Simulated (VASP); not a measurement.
# MnCo2N2 (P-3m1) in VASP: further runs

The runs below take MnCo2N2 through single point, relaxation of cell and atoms, with PBE.

Program: VASP 6.6.1. These are calculated values, not measurements. Logs are shortened: lines on timing, memory, paths and dates and some standing lists are left out, and cuts for length are marked.

**1. The cell of the first run**

Symmetry: P-3m1, No. 164, trigonal system. The conventional cell has a = 2.787 Å, b = 2.787 Å, c = 6.513 Å, α = 90.00°, β = 90.00°, γ = 120.00°. Within 2.8 Å of Mn (site symmetry -3m) lie 6 N at 2.03 Å and 6 Co at 2.74 Å and 6 Mn at 2.79 Å. Within 2.5 Å of Co (site symmetry 3m) lie 3 N at 1.88 Å. N (site symmetry 3m) has 3 Co at 1.88 Å and 3 Mn at 2.03 Å within 2.5 Å.

**2. Single point, PBE**

The input, INCAR:

```
SYSTEM = MnCo2N2
PREC = Accurate ; ENCUT = 520
EDIFF = 1E-6 ; ISMEAR = 0
SIGMA = 0.1 ; LREAL = .False.
LASPH = .True. ; NELM = 60
ALGO = Normal ; ISIF = 2
LWAVE = .False. ; LCHARG = .False.
GGA = PE ; NBANDS = 28
```

The input, KPOINTS:

```
regular mesh
0
Gamma
  12 12 6
  0 0 0
```

The input, POSCAR:

```
MnCo2N2
1.0
    2.7873942492      0.0000000000      0.0000000000
   -1.3936971246      2.4139542301      0.0000000000
    0.0000000000      0.0000000000      6.5127851922
Mn Co N
1 2 2
Direct
    0.0000000000      0.0000000000      0.5000000000
    0.6666666667      0.3333333333      0.1595735067
    0.3333333333      0.6666666667      0.8404264933
    0.6666666667      0.3333333333      0.6906629067
    0.3333333333      0.6666666667      0.3093370933
```

Potentials or basis: VASP PAW PBE potentials, release 64 (Mn_pv, Co, N).

Launch:

```console
$ cat potpaw_PBE.64/Mn_pv/POTCAR potpaw_PBE.64/Co/POTCAR potpaw_PBE.64/N/POTCAR > POTCAR
$ mpirun -np 1 vasp_std > vasp.out
```

OUTCAR:

```text
SYSTEM = MnCo2N2
   PREC = Accurate
   ENCUT = 520
   EDIFF = 1E-6
   ISMEAR = 0
   LREAL = .False.
   LASPH = .True.
   NELM = 60
   ISIF = 2
   GGA = PE

 ion  position               nearest neighbor table
   1  0.000  0.000  0.500-   4 2.03   5 2.03   5 2.03   4 2.03   4 2.03   5 2.03   2 2.74   3 2.74
                             3 2.74   2 2.74   3 2.74   2 2.74
   2  0.667  0.333  0.160-   5 1.88   5 1.88   5 1.88   3 2.63   3 2.63   3 2.63   1 2.74   1 2.74
                             1 2.74
   3  0.333  0.667  0.840-   4 1.88   4 1.88   4 1.88   2 2.63   2 2.63   2 2.63   1 2.74   1 2.74
                             1 2.74
   4  0.667  0.333  0.691-   3 1.88   3 1.88   3 1.88   1 2.03   1 2.03   1 2.03
   5  0.333  0.667  0.309-   2 1.88   2 1.88   2 1.88   1 2.03   1 2.03   1 2.03

  LATTYP: Found a hexagonal cell.
 ALAT       =     2.7873942492
 C/A-ratio  =     2.3365138226

  Lattice vectors:

 A1 = (   2.7873942492,   0.0000000000,   0.0000000000)
 A2 = (  -1.3936971246,   2.4139542301,   0.0000000000)
 A3 = (   0.0000000000,   0.0000000000,   6.5127851922)

Analysis of symmetry for initial positions (statically):
=====================================================================
 Subroutine PRICEL returns:
 Original cell was already a primitive cell.

 Routine SETGRP: Setting up the symmetry group for a
 hexagonal supercell.

 Subroutine GETGRP returns: Found 12 space group operations
 (whereof 12 operations were pure point group operations)
 out of a pool of 24 trial point group operations.

The static configuration has the point symmetry D_3d.

Analysis of symmetry for dynamics (positions and initial velocities):
=====================================================================
 Subroutine PRICEL returns:
 Original cell was already a primitive cell.

 Routine SETGRP: Setting up the symmetry group for a
 hexagonal supercell.

 Subroutine GETGRP returns: Found 12 space group operations
 (whereof 12 operations were pure point group operations)
 out of a pool of 24 trial point group operations.

The dynamic configuration has the point symmetry D_3d.

 Subroutine INISYM returns: Found 12 space group operations
 (whereof 12 operations are pure point group operations),
 and found     1 'primitive' translations

----------------------------------------------------------------------------------------

                                     Primitive cell

  volume of cell :      43.8222

  direct lattice vectors                    reciprocal lattice vectors
     2.787394249  0.000000000  0.000000000     0.358758005  0.207129031  0.000000000
    -1.393697125  2.413954230  0.000000000     0.000000000  0.414258062  0.000000000
     0.000000000  0.000000000  6.512785192     0.000000000  0.000000000  0.153544140

  length of vectors
     2.787394249  2.787394249  6.512785192     0.414258062  0.414258062  0.153544140

  position of ions in fractional coordinates (direct lattice)
     0.000000000  0.000000000  0.500000000
     0.666666667  0.333333333  0.159573507
     0.333333333  0.666666667  0.840426493
     0.666666667  0.333333333  0.690662907
     0.333333333  0.666666667  0.309337093

  ion indices of the primitive-cell ions
   primitive index   ion index
                 1           1
                 2           2
                 3           3
                 4           4
                 5           5

----------------------------------------------------------------------------------------

 KPOINTS: regular mesh

Automatic generation of k-mesh.
 Grid dimensions read from file:
 generate k-points for:   12   12    6

 Generating k-lattice:

  Cartesian coordinates                     Fractional coordinates (reciprocal lattice)
     0.029896500  0.017260753  0.000000000     0.083333333  0.000000000  0.000000000
     0.000000000  0.034521505  0.000000000     0.000000000  0.083333333  0.000000000
     0.000000000  0.000000000  0.025590690     0.000000000  0.000000000  0.166666667

  Length of vectors
     0.034521505  0.034521505  0.025590690

  Shift w.r.t. Gamma in fractional coordinates (k-lattice)
     0.000000000  0.000000000  0.000000000

 Subroutine IBZKPT returns following result:
 ===========================================

 Found    100 irreducible k-points:

 Following reciprocal coordinates:
            Coordinates               Weight
  0.000000  0.000000  0.000000      1.000000
  0.083333  0.000000  0.000000      6.000000
  0.166667  0.000000  0.000000      6.000000
  0.250000 -0.000000  0.000000      6.000000
  0.333333  0.000000  0.000000      6.000000
  0.416667  0.000000  0.000000      6.000000
[... 16 lines left out ...]
  0.166667  0.000000  0.166667      6.000000
  0.000000  0.166667  0.166667      6.000000
 [... further k-points ...]
   k-points           NKPTS =    100   k-points in BZ     NKDIM =    100   number of bands    NBANDS=     28
   number of dos      NEDOS =    301   number of ions     NIONS =      5
   total plane-waves  NPLWV =  27648
   dimension x,y,z NGX =    24 NGY =   24 NGZ =   48
   dimension x,y,z NGXF=    48 NGYF=   48 NGZF=   96
   ions per type =               1   2   2
   NGX,Y,Z   is equivalent  to a cutoff of  14.31, 14.31, 12.25 a.u.
   NGXF,Y,Z  is equivalent  to a cutoff of  28.63, 28.63, 24.51 a.u.
 SYSTEM =  MnCo2N2
   PREC   = accura    normal or accurate (medium, high low for compatibility)
   ISTART =      0    job   : 0-new  1-cont  2-samecut
   ICHARG =      2    charge: 1-file 2-atom 10-const
   ISPIN  =      1    spin polarized calculation?
   LNONCOLLINEAR =      F non collinear calculations
   LSORBIT =      F    spin-orbit coupling
   LASPH  =      T    aspherical Exc in radial PAW
   ENCUT  =  520.0 eV  38.22 Ry    6.18 a.u.   5.18  5.18 12.11*2*pi/ulx,y,z
   NELM   =     60;   NELMIN=  2; NELMDL= -5     # of ELM steps
   EDIFF  = 0.1E-05   stopping-criterion for ELM
   LREAL  =      F    real-space projection
   EDIFFG = 0.1E-04   stopping-criterion for IOM
   NSW    =      0    number of steps for IOM
   IBRION =     -1    ionic relax: 0-MD 1-quasi-New 2-CG
   NFREE  =      0    steps in history (QN), initial steepest desc. (CG)
   ISIF   =      2    stress and relaxation
   ISYM   =      2    0-nonsym 1-usesym 2-fastsym
   POTIM  = 0.5000    time-step for ionic-motion
   TEBEG  =    0.0;   TEEND  =   0.0 temperature during run
   PSTRESS=    0.0 pullay stress
   NELECT =      41.0000    total number of electrons
   NUPDOWN=      -1.0000    fix difference up-down
   EMIN   =  10.00;   EMAX   =-10.00  energy-range for DOS
   EFERMI =   0.00;   METHOD = LEGACY
   ISMEAR =     0;   SIGMA  =   0.10  broadening in eV -4-tet -1-fermi 0-gaus
   EFERMI_NEDOS =   21; number of points for ismear=-14 and -15
   IALGO  =     38    algorithm
   IMIX   =      4    mixing-type and parameters
     AMIX     =   0.40;   BMIX     =  1.00
     AMIX_MAG =   1.60;   BMIX_MAG =  1.00
  volume/ion in A,a.u.               =       8.76        59.15
  Fermi-wavevector in a.u.,A,eV,Ry     =   1.601172  3.025777 34.881971  2.563753
  Thomas-Fermi vector in A             =   2.698192
   LORBIT       =      0    0 simple, 1 ext, 2 COOP (PROOUT), +10 PAW based schemes
   GGA     = PE    functional components
   LHFCALC =     F    Hartree Fock is set to
   AEXX    =    0.0000 exact exchange contribution
   IVDW    =     0    specifies the selected vdW correction
   LEPSILON=     F    determine dielectric tensor
   LRPA    =     F    only Hartree local field effects (RPA)
 non-spin polarized calculation
 Gauss-broadening in eV      SIGMA  =   0.10
  energy-cutoff  :      520.00
  volume of cell :       43.82
 maximum number of plane-waves:      1200
 NGX is ok and might be reduce to    24
   NGX = 11   NGY = 11   NGZ = 25

 number of electron      40.9999999 magnetization

 Free energy of the ion-electron system (eV)
  ---------------------------------------------------
  ext. energy  EPLUGINS =         0.00000000
  ---------------------------------------------------
  free energy    TOTEN  =       -38.82457749 eV

  energy without entropy =      -38.79283881  energy(sigma->0) =      -38.80870815

 E-fermi :  10.6113     XC(G=0): -13.5393

 val. band max:       10.6099352787   @ k =   0.3333   0.3333   0.5000
 cond. band min:      10.6145175880   @ k =   0.4167   0.0833   0.1667
 fundamental gap:      0.0045823093
 Fermi energy:        10.6112904068

 k-point     1 :       0.0000    0.0000    0.0000
  band No.  band energies     occupation
      1     -37.9575      2.00000
      2     -37.7992      2.00000
      3     -37.7992      2.00000
      4      -7.6762      2.00000
      5      -6.4306      2.00000
      6       1.5366      2.00000
[... 20 lines left out ...]
     27      13.8607      0.00000
     28      17.7516      0.00000

 k-point     2 :       0.0833    0.0000    0.0000
  band No.  band energies     occupation
      1     -37.9550      2.00000
      2     -37.8133      2.00000
      3     -37.8025      2.00000
      4      -7.5622      2.00000
      5      -6.3723      2.00000
      6       1.6919      2.00000
[... 20 lines left out ...]
     27      13.7977      0.00000
     28      18.1521      0.00000

 k-point     3 :       0.1667    0.0000    0.0000
  band No.  band energies     occupation
      1     -37.9482      2.00000
      2     -37.8519      2.00000
      3     -37.8115      2.00000
      4      -7.2368      2.00000
      5      -6.2096      2.00000
      6       2.1293      2.00000
[... 20 lines left out ...]
     27      13.6555      0.00000
     28      19.0014      0.00000

 k-point     4 :       0.2500   -0.0000    0.0000
  band No.  band energies     occupation
      1     -37.9389      2.00000
      2     -37.9043      2.00000
      3     -37.8237      2.00000
      4      -6.7523      2.00000
      5      -5.9768      2.00000
      6       2.7292      2.00000
[... 20 lines left out ...]
     27      13.5554      0.00000
     28      19.4600      0.00000

 k-point     5 :       0.3333    0.0000    0.0000
  band No.  band energies     occupation
      1     -37.9566      2.00000
      2     -37.9292      2.00000
      3     -37.8360      2.00000
      4      -6.2100      2.00000
      5      -5.7247      2.00000
      6       2.6693      2.00000
[... 20 lines left out ...]
     27      13.9509      0.00000
     28      18.9161      0.00000

 k-point     6 :       0.4167    0.0000    0.0000
  band No.  band energies     occupation
      1     -37.9944      2.00000
      2     -37.9224      2.00000
      3     -37.8449      2.00000
      4      -5.7819      2.00000
      5      -5.5018      2.00000
      6       2.0121      2.00000
[... 463 lines left out ...]
      5      -6.4017      2.00000
      6       1.7900      2.00000
[... 20 lines left out ...]
     27      13.8135      0.00000
     28      17.8187      0.00000

 k-point    22 :       0.0000    0.0833    0.1667
  band No.  band energies     occupation
      1     -37.9550      2.00000
      2     -37.8134      2.00000
      3     -37.8025      2.00000
      4      -7.5427      2.00000
      5      -6.4022      2.00000
      6       1.7935      2.00000
[... 20 lines left out ...]
     27      13.7629      0.00000
     28      17.8643      0.00000

 k-point    23 :       0.1667    0.0000    0.1667
  band No.  band energies     occupation
      1     -37.9482      2.00000
      2     -37.8519      2.00000
      3     -37.8115      2.00000
      4      -7.2207      2.00000
      5      -6.2321      2.00000
      6       2.1920      2.00000
[... 20 lines left out ...]
     27      13.6735      0.00000
     28      18.4687      0.00000

 k-point    24 :       0.0000    0.1667    0.1667
  band No.  band energies     occupation
      1     -37.9482      2.00000
      2     -37.8519      2.00000
      3     -37.8115      2.00000
      4      -7.2185      2.00000
      5      -6.2359      2.00000
      6       2.2228      2.00000
[... 20 lines left out ...]
     27      13.6686      0.00000
     28      18.7589      0.00000

 [... further k-points ...]
[... 5 lines left out ...]
  --------------------------------------------------------------------------------------
  -------------------------------------------------------------------------------------
  Total        0.1924902      0.1924902      0.0686196      0.0000000     -0.0000000      0.0000000
  in kB        7.0376076      7.0376076      2.5087909      0.0000000     -0.0000000      0.0000000
  external PRESSURE =       5.5280020 kB  Pullay stress =       0.0000000 kB

 VOLUME and BASIS-vectors are now :
 -----------------------------------------------------------------------------
  energy-cutoff  :      520.00
  volume of cell :       43.82
      direct lattice vectors                 reciprocal lattice vectors
     2.787394249  0.000000000  0.000000000     0.358758005  0.207129031  0.000000000
    -1.393697125  2.413954230  0.000000000     0.000000000  0.414258062  0.000000000
     0.000000000  0.000000000  6.512785192     0.000000000  0.000000000  0.153544140

 POSITION                                       TOTAL-FORCE (eV/Angst)
 -----------------------------------------------------------------------------------
      0.00000      0.00000      3.25639         0.000000      0.000000      0.000000
      1.39370      0.80465      1.03927         0.000000      0.000000     -0.029304
     -0.00000      1.60930      5.47352        -0.000000     -0.000000      0.029304
      1.39370      0.80465      4.49814         0.000000      0.000000      0.004692
     -0.00000      1.60930      2.01465        -0.000000     -0.000000     -0.004692
 -----------------------------------------------------------------------------------
    total drift:                               -0.000000      0.000000      0.000000

  FREE ENERGIE OF THE ION-ELECTRON SYSTEM (eV)
  ---------------------------------------------------
  free  energy   TOTEN  =       -38.8245774873 eV

  energy  without entropy=      -38.7928388147  energy(sigma->0) =      -38.80870815
```

Run time: 53 s. Hardware: 1 thread of Intel Xeon 6975P-C (Granite Rapids), shared host; peak memory 0.25 GiB.

What came out:

| Quantity | Value |
| --- | --- |
| Free energy | -38.8246 eV |
| Pressure | 0.6 GPa |
| Largest force | 0.029 eV/Å |
| Band gap on the k mesh | zero (an odd number of electrons rules out a gap without spin polarisation) |

Forces in eV/Å, atoms in the order of the input:
```
Mn   0.000  0.000  0.000
Co   0.000  0.000 -0.029
Co   0.000  0.000  0.029
N    0.000  0.000  0.005
N    0.000  0.000 -0.005
```

Caveat: the run has no spin polarisation, though such a crystal can be magnetic. With open d or f shells a metallic result of PBE can be an artefact of self-interaction; +U or a hybrid may open a gap.

**3. Single point, PBE**

This run uses another cell than the first one, of 9.26 Å³/atom.

The input, INCAR:

```
ALGO     = Normal         # electronic algorithm
EDIFF    = 1E-7           # SCF threshold, eV
ENCUT    = 520            # plane-wave cutoff, eV
GGA      = PE             # functional
ISIF     = 2              # what is computed and relaxed
ISMEAR   = 0              # smearing method
LASPH    = True           # aspherical terms in the spheres
LCHARG   = False          # write CHGCAR
LREAL    = False          # projectors in reciprocal space
LWAVE    = False          # write WAVECAR
NBANDS   = 28             # bands
NELM     = 100            # most SCF steps
PREC     = Accurate       # precision mode
SIGMA    = 0.1            # smearing width, eV
```

The input, KPOINTS:

```
k-points
0
Gamma
  12 12 6
```

The input, POSCAR:

```
MnCo2N2
1.0
    2.8779217701      0.0000000000      0.0000000000
   -1.4389608851      2.4923533630      0.0000000000
    0.0000000000      0.0000000000      6.4526060264
Mn Co N
1 2 2
Direct
    0.0000000000      0.0000000000      0.5000000000
    0.6666666667      0.3333333333      0.1643620000
    0.3333333333      0.6666666667      0.8356380000
    0.6666666667      0.3333333333      0.6953640000
    0.3333333333      0.6666666667      0.3046360000
```

Potentials or basis: VASP PAW PBE potentials, release 64 (Mn_pv, Co, N).

Launch:

```console
$ cat potpaw_PBE.64/Mn_pv/POTCAR potpaw_PBE.64/Co/POTCAR potpaw_PBE.64/N/POTCAR > POTCAR
$ mpirun -np 1 vasp_std > vasp.out
```

Wall time 67 s (1 thread of Intel Xeon 6975P-C (Granite Rapids), shared host); peak memory 0.26 GiB.

The run converged. Its results:

* Free energy: -38.7267 eV
* Pressure: -11.3 GPa
* Largest force: 0.351 eV/Å
* Band gap on the k mesh: zero (an odd number of electrons rules out a gap without spin polarisation)

Forces on the atoms (eV/Å):
```
Mn   0.000  0.000  0.000
Co   0.000  0.000  0.112
Co   0.000  0.000 -0.112
N    0.000  0.000 -0.351
N    0.000  0.000  0.351
```

Stress tensor (GPa, compression positive):
```
-11.60   0.00   0.00
  0.00 -11.60   0.00
  0.00   0.00 -10.61
```

Levels at points of the mesh, in eV from the Fermi level:
| k point | band 19 | band 20 | band 21 | band 22 | band 23 | band 24 |
| --- | --- | --- | --- | --- | --- | --- |
| (0.00, 0.00, 0.00) | -1.18 | -0.58 | -0.58 | 0.03 | 0.98 | 1.30 |
| (0.50, 0.00, 0.00) | -0.39 | -0.37 | -0.19 | 0.13 | 0.14 | 0.46 |
| (0.00, 0.00, 0.50) | -1.30 | -0.34 | -0.34 | 0.47 | 1.20 | 1.52 |
| (0.50, 0.00, 0.50) | -0.58 | -0.49 | -0.04 | 0.09 | 0.58 | 0.97 |

Caveat: the cell stands under tension; the run has no spin polarisation, though such a crystal can be magnetic.

**4. Relaxation of cell and atoms, PBE**

This run uses another cell than the first one, of 9.26 Å³/atom.

The input, INCAR:

```
  ALGO = Normal
  EDIFF = 1E-7
  EDIFFG = -0.01
  ENCUT = 600
  GGA = PE
  IBRION = 2
  ISIF = 3
  ISMEAR = 0
  LASPH = T
  LCHARG = F
  LREAL = F
  LWAVE = F
  NELM = 80
  NSW = 80
  PREC = Accurate
  SIGMA = 0.1
```

KPOINTS is that of step 3.

POSCAR is that of step 3.

Launch:

```console
$ cat potpaw_PBE.64/Mn_pv/POTCAR potpaw_PBE.64/Co/POTCAR potpaw_PBE.64/N/POTCAR > POTCAR
$ mpirun -np 1 vasp_std > vasp.out
```

Wall time 12 min (1 thread of Intel Xeon 6975P-C (Granite Rapids), shared host); peak memory 0.3 GiB.

It converged, with:

- Free energy: -38.8323 eV
- Relaxed volume: 8.77 Å³/atom
- Relaxed cell: a = 2.793 Å, b = 2.793 Å, c = 6.489 Å, α = 90.00°, β = 90.00°, γ = 120.00°
- Space group after relaxing (to 0.1 Å): P-3m1 (No. 164)
- Energy gained by relaxing: 20.6 meV/atom
- Ionic steps: 17
- Pressure after relaxing: 0.0 GPa
- Largest force after relaxing: 0.003 eV/Å
- Band gap on the k mesh: zero (an odd number of electrons rules out a gap without spin polarisation)

Forces in eV/Å, atoms in the order of the input:
```
Mn   0.000  0.000  0.000
Co   0.000  0.000  0.002
Co   0.000  0.000 -0.002
N    0.000  0.000 -0.003
N    0.000  0.000  0.003
```

Step by step:
```tsv
step	energy change (eV)	largest force (eV/Å)	pressure (GPa)	volume (Å³)
1	0.0000	0.3504	-11.46	46.28
2	0.0334	1.0238	17.22	41.99
3	-0.0799	0.4010	0.22	44.25
4	-0.0962	0.1140	0.09	44.03
5	-0.0972	0.0333	0.10	43.96
6	-0.0984	0.0277	-0.17	43.98
7	-0.1007	0.0487	-1.04	44.05
8	-0.0984	0.1827	-2.69	44.18
9	-0.1010	0.0815	-1.45	44.08
10	-0.1015	0.0733	-1.24	44.05
11	-0.1025	0.0474	-0.57	43.93
12	-0.1023	0.0400	0.75	43.71
13	-0.1028	0.0247	-0.01	43.84
14	-0.1028	0.0238	0.03	43.83
15	-0.1028	0.0216	-0.01	43.83
16	-0.1028	0.0148	0.02	43.84
17	-0.1029	0.0034	0.04	43.85
```

Final structure:
```xyz
5
Lattice="2.7934 0.0000 0.0000 -1.3967 2.4192 0.0000 0.0000 0.0000 6.4889" Properties=species:S:1:pos:R:3 pbc="T T T"
Mn    0.0000    0.0000    3.2445
Co    1.3967    0.8064    1.0348
Co    0.0000    1.6128    5.4542
N     1.3967    0.8064    4.4832
N     0.0000    1.6128    2.0058
```

Levels at points of the mesh, in eV from the Fermi level:
```
           k point  band 19  band 20  band 21  band 22  band 23  band 24
(0.00, 0.00, 0.00)    -1.14    -0.68    -0.68    -0.19     0.84     1.21
(0.50, 0.00, 0.00)    -0.37    -0.29    -0.16     0.19     0.19     0.56
(0.00, 0.00, 0.50)    -1.35    -0.41    -0.41     0.39     0.78     1.46
(0.50, 0.00, 0.50)    -0.40    -0.37    -0.06     0.16     0.66     1.07
```

Caveat: the run has no spin polarisation, though such a crystal can be magnetic. With open d or f shells a metallic result of PBE can be an artefact of self-interaction; +U or a hybrid may open a gap.

(Part 1 of 2 ends here.)
